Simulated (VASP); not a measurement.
# Sb (R-3m) in VASP: settings compared

Aim: see how the results for Sb move with the level of theory and the settings. Levels: BLYP+D4, BLYP+D3(BJ), PBEsol-based screened hybrid, PBE. Tasks: single point, relaxation of cell and atoms.

Everything below comes from runs of VASP 6.6.1. Logs are shortened: lines on timing, memory, paths and dates and some standing lists are left out, and cuts for length are marked.

## Step 1: The cell of the first run

The structure is trigonal, space group R-3m (No. 166). The conventional cell has a = 4.354 Å, b = 4.354 Å, c = 11.349 Å, α = 90.00°, β = 90.00°, γ = 120.00°. Within 3.9 Å of Sb (site symmetry 3m) lie 6 Sb at 2.94 to 3.38 Å.

## Step 2: Single point, BLYP+D4

Input file INCAR:

```
PREC = Accurate
ENCUT = 520
EDIFF = 1E-6
ISMEAR = -1
SIGMA = 0.05
LREAL = False
LASPH = True
NELM = 60
ALGO = Normal
ISIF = 2
LWAVE = False
LCHARG = True
GGA = B5
ALDAX = 1.0
AGGAX = 1.0
AGGAC = 1.0
ALDAC = 0.0
IVDW = 13
VDW_S6 = 1.0
VDW_S8 = 2.34076671
VDW_A1 = 0.44488865
VDW_A2 = 4.0933009
LELF = True
LVHAR = True
NBANDS = 12
```

Input file KPOINTS:

```
regular mesh
0
Gamma
  8 8 8
```

Input file POSCAR:

```
Sb
1.0
    2.1772429830      1.2570318223      3.7829421810
   -2.1772429830      1.2570318223      3.7829421810
    0.0000000000     -2.5140636446      3.7829421810
Sb
2
Direct
    0.7664919301      0.7664919301      0.7664919301
    0.2335080699      0.2335080699      0.2335080699
```

Potentials or basis: VASP PAW PBE potentials, release 64 (Sb).

Command:

```
$ cat potpaw_PBE.64/Sb/POTCAR > POTCAR
$ mpirun -np 1 vasp_std > vasp.out
```

OUTCAR:

```text
PREC = Accurate
   ENCUT = 520
   EDIFF = 1E-6
   ISMEAR = -1
   LREAL = False
   LASPH = True
   NELM = 60
   ISIF = 2
   GGA = B5
   IVDW = 13

 ion  position               nearest neighbor table
   1  0.766  0.766  0.766-   2 2.94   2 2.94   2 2.94   2 3.38   2 3.38   2 3.38
   2  0.234  0.234  0.234-   1 2.94   1 2.94   1 2.94   1 3.38   1 3.38   1 3.38

  LATTYP: Found a trigonal (rhomboedric) cell.
 ALAT       =     4.5421545057
 COS(alpha) =     0.5404635250

  Lattice vectors:

 A1 = (   2.1772429830,   1.2570318223,   3.7829421810)
 A2 = (  -2.1772429830,   1.2570318223,   3.7829421810)
 A3 = (   0.0000000000,  -2.5140636446,   3.7829421810)

Analysis of symmetry for initial positions (statically):
=====================================================================
 Subroutine PRICEL returns:
 Original cell was already a primitive cell.

 Routine SETGRP: Setting up the symmetry group for a
 trigonal (rhombohedral) supercell.

 Subroutine GETGRP returns: Found 12 space group operations
 (whereof 12 operations were pure point group operations)
 out of a pool of 12 trial point group operations.

The static configuration has the point symmetry D_3d.

Analysis of symmetry for dynamics (positions and initial velocities):
=====================================================================
 Subroutine PRICEL returns:
 Original cell was already a primitive cell.

 Routine SETGRP: Setting up the symmetry group for a
 trigonal (rhombohedral) supercell.

 Subroutine GETGRP returns: Found 12 space group operations
 (whereof 12 operations were pure point group operations)
 out of a pool of 12 trial point group operations.

The dynamic configuration has the point symmetry D_3d.

 Subroutine INISYM returns: Found 12 space group operations
 (whereof 12 operations are pure point group operations),
 and found     1 'primitive' translations

----------------------------------------------------------------------------------------

                                     Primitive cell

  volume of cell :      62.1204

  direct lattice vectors                    reciprocal lattice vectors
     2.177242983  1.257031822  3.782942181     0.229648231  0.132587468  0.088114837
    -2.177242983  1.257031822  3.782942181    -0.229648231  0.132587468  0.088114837
     0.000000000 -2.514063645  3.782942181     0.000000000 -0.265174936  0.088114837

  length of vectors
     4.542154506  4.542154506  4.542154506     0.279431514  0.279431514  0.279431514

[... 89 lines left out ...]
   TEBEG  =    0.0;   TEEND  =   0.0 temperature during run
   PSTRESS=    0.0 pullay stress
   NELECT =      10.0000    total number of electrons
   NUPDOWN=      -1.0000    fix difference up-down
   EMIN   =  10.00;   EMAX   =-10.00  energy-range for DOS
   EFERMI =   0.00;   METHOD = LEGACY
   ISMEAR =    -1;   SIGMA  =   0.05  broadening in eV -4-tet -1-fermi 0-gaus
   EFERMI_NEDOS =   21; number of points for ismear=-14 and -15
   IALGO  =     38    algorithm
   IMIX   =      4    mixing-type and parameters
     AMIX     =   0.40;   BMIX     =  1.00
     AMIX_MAG =   1.60;   BMIX_MAG =  1.00
  volume/ion in A,a.u.               =      31.06       209.60
  Fermi-wavevector in a.u.,A,eV,Ry     =   0.890561  1.682915 10.790755  0.793098
  Thomas-Fermi vector in A             =   2.012267
   LORBIT       =      0    0 simple, 1 ext, 2 COOP (PROOUT), +10 PAW based schemes
   GGA     = B5    functional components
   LHFCALC =     F    Hartree Fock is set to
   AEXX    =    0.0000 exact exchange contribution
   IVDW    =    13    specifies the selected vdW correction
   LEPSILON=     F    determine dielectric tensor
   LRPA    =     F    only Hartree local field effects (RPA)
 non-spin polarized calculation
  energy-cutoff  :      520.00
  volume of cell :       62.12
 maximum number of plane-waves:      1686
 NGX is ok and might be reduce to    36
   NGX = 17   NGY = 17   NGZ = 17

 number of electron      10.0000000 magnetization

 Free energy of the ion-electron system (eV)
  ---------------------------------------------------
  ext. energy  EPLUGINS =         0.00000000
  ---------------------------------------------------
  free energy    TOTEN  =        -6.75599967 eV

  energy without entropy =       -6.75330784  energy(sigma->0) =       -6.75465376

 E-fermi :   7.4812     XC(G=0):  -8.7487

 val. band max:        7.4307588422   @ k =   0.3750   0.2500   0.2500
 cond. band min:       7.4977552706   @ k =   0.3750   0.1250   0.1250
 fundamental gap:      0.0669964284
 Fermi energy:         7.4811616551

 k-point     1 :       0.0000    0.0000    0.0000
  band No.  band energies     occupation
      1      -5.1099      2.00000
      2       2.3312      2.00000
      3       5.4174      2.00000
      4       5.6080      2.00000
      5       5.6080      2.00000
      6       9.4683      0.00000
      7      10.0194      0.00000
      8      10.0194      0.00000
      9      12.7121      0.00000
     10      12.7121      0.00000
     11      12.8587      0.00000
     12      14.4068      0.00000
[... 331 lines left out ...]
 k-point    24 :       0.3750    0.1250    0.1250
  band No.  band energies     occupation
      1      -4.1531      2.00000
      2      -0.1790      2.00000
      3       4.1985      2.00000
      4       5.9001      2.00000
      5       7.4978      0.83557
      6       7.5417      0.45921
      7       8.0712      0.00002
      8      10.3780      0.00000
      9      12.6612      0.00000
     10      13.5742      0.00000
     11      14.8365      0.00000
     12      16.4319      0.00000

 [... further k-points ...]

------------------------ aborting loop because EDIFF is reached ----------------------------------------

  DFT-D4 for vdW energy calculation

  Edisp (eV):   -1.87780

  FORCE on cell =-STRESS in cart. coord.  units (eV):
  Direction    XX          YY          ZZ          XY          YZ          ZX
  --------------------------------------------------------------------------------------
  -------------------------------------------------------------------------------------
  Total       0.15111     0.15111     0.10409     0.00000     0.00000     0.00000
  in kB       3.89739     3.89739     2.68464     0.00000     0.00000     0.00000
  external pressure =        3.49 kB  Pullay stress =        0.00 kB

 VOLUME and BASIS-vectors are now :
 -----------------------------------------------------------------------------
  energy-cutoff  :      520.00
  volume of cell :       62.12
      direct lattice vectors                 reciprocal lattice vectors
     2.177242983  1.257031822  3.782942181     0.229648231  0.132587468  0.088114837
    -2.177242983  1.257031822  3.782942181    -0.229648231  0.132587468  0.088114837
     0.000000000 -2.514063645  3.782942181     0.000000000 -0.265174936  0.088114837

 POSITION                                       TOTAL-FORCE (eV/Angst)
 -----------------------------------------------------------------------------------
      0.00000      0.00000      8.69878         0.000000     -0.000000     -0.062284
      0.00000      0.00000      2.65004         0.000000      0.000000      0.062284
 -----------------------------------------------------------------------------------
    total drift:                                0.000000      0.000000     -0.000000

  FREE ENERGIE OF THE ION-ELECTRON SYSTEM (eV)
  ---------------------------------------------------
  free  energy   TOTEN  =        -8.6337983928 eV

  energy  without entropy=       -8.6311065645  energy(sigma->0) =       -8.63245248
```

OSZICAR:

```text
N       E                     dE             d eps       ncg     rms          rms(c)
DAV:   1     0.378562153170E+02    0.37856E+02   -0.35296E+03  1560   0.652E+02
DAV:   2    -0.474815162333E+01   -0.42604E+02   -0.40943E+02  2120   0.106E+02
DAV:   3    -0.674074090324E+01   -0.19926E+01   -0.19793E+01  1924   0.261E+01
DAV:   4    -0.675846840675E+01   -0.17728E-01   -0.17723E-01  1808   0.296E+00
DAV:   5    -0.675871306185E+01   -0.24466E-03   -0.24465E-03  1932   0.378E-01    0.277E+00
DAV:   6    -0.675480964732E+01    0.39034E-02   -0.80227E-03  1756   0.535E-01    0.170E+00
DAV:   7    -0.675580745922E+01   -0.99781E-03   -0.18459E-02  1636   0.816E-01    0.825E-02
DAV:   8    -0.675596881286E+01   -0.16135E-03   -0.49593E-04  1880   0.146E-01    0.308E-02
DAV:   9    -0.675599804853E+01   -0.29236E-04   -0.45675E-05  1864   0.455E-02    0.120E-02
DAV:  10    -0.675599973945E+01   -0.16909E-05   -0.64282E-06  1828   0.137E-02    0.192E-03
DAV:  11    -0.675599967170E+01    0.67749E-07   -0.52937E-07  1268   0.490E-03
   1 F= -.86337984E+01 E0= -.86324525E+01  d E =-.269183E-02
```

Run time: 26 s. Hardware: 1 thread of Intel Xeon 6975P-C (Granite Rapids), shared host; peak memory 0.22 GiB.

Results:

```yaml
Free_energy: -8.6338 eV
Pressure: 0.3 GPa
Largest_force: 0.062 eV/Å
Band_gap_on_the_k_mesh: zero (band 5 reaches 7.50 eV, above the bottom of band 6 at 7.26 eV)
Dispersion_energy_per_atom: -0.939 eV
```

Forces in eV/Å, atoms in the order of the input:
```
Sb   0.000  0.000 -0.062
Sb   0.000  0.000  0.062
```

Caveat: the PAW data sets were made with another functional, which shifts forces and pressure a little; spin-orbit coupling is left out, which moves the levels of the heavy elements; pairwise dispersion overbinds metals, which lowers pressure and volume.

(Continued in part 2 of 2.)
